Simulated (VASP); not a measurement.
The system is PbSe.

```
Pb Se
1.0
     0.00000    3.06065    3.06065
     3.06065    0.00000    3.06065
     3.06065    3.06065    0.00000
Pb Se
1 1
Cartesian
  0.0000 0.0000 0.0000
  3.0606 3.0606 3.0606
```

* Program: VASP 6.6.1
* Task: relaxation of cell and atoms
* Functional: LDA
* Potentials or basis: VASP PAW LDA potentials, release 64 (Pb_d, Se)
* Cutoff: 600 eV
* k mesh: 8 × 8 × 8
* Occupations: fermi-dirac, width 0.05 eV
* Spin: no spin polarisation

At the start: pressure -2.0 GPa; volume 28.67 Å³/atom.

How do energy, volume and symmetry change on relaxing?

Over 3 steps the energy falls by 6.8 meV/atom and the volume is 27.61 Å³/atom (-3.7 %); space group Fm-3m (No. 225, to 0.1 Å) before and after.

Step by step:
```tsv
step	energy change (eV)	largest force (eV/Å)	pressure (GPa)	volume (Å³)
1	0.0000	0.0000	-2.01	57.34
2	-0.0115	0.0000	0.87	54.42
3	-0.0136	0.0000	-0.02	55.22
```

Final structure:
```
Pb Se
1.0
     0.00000    3.02246    3.02246
     3.02246    0.00000    3.02246
     3.02246    3.02246    0.00000
Pb Se
1 1
Direct
  0.00000 0.00000 0.00000
  0.50000 0.50000 0.50000
```

The cell as given is a measured one (28.67 Å³/atom); LDA puts the equilibrium volume -3.7 % from it, thermal expansion not counted.
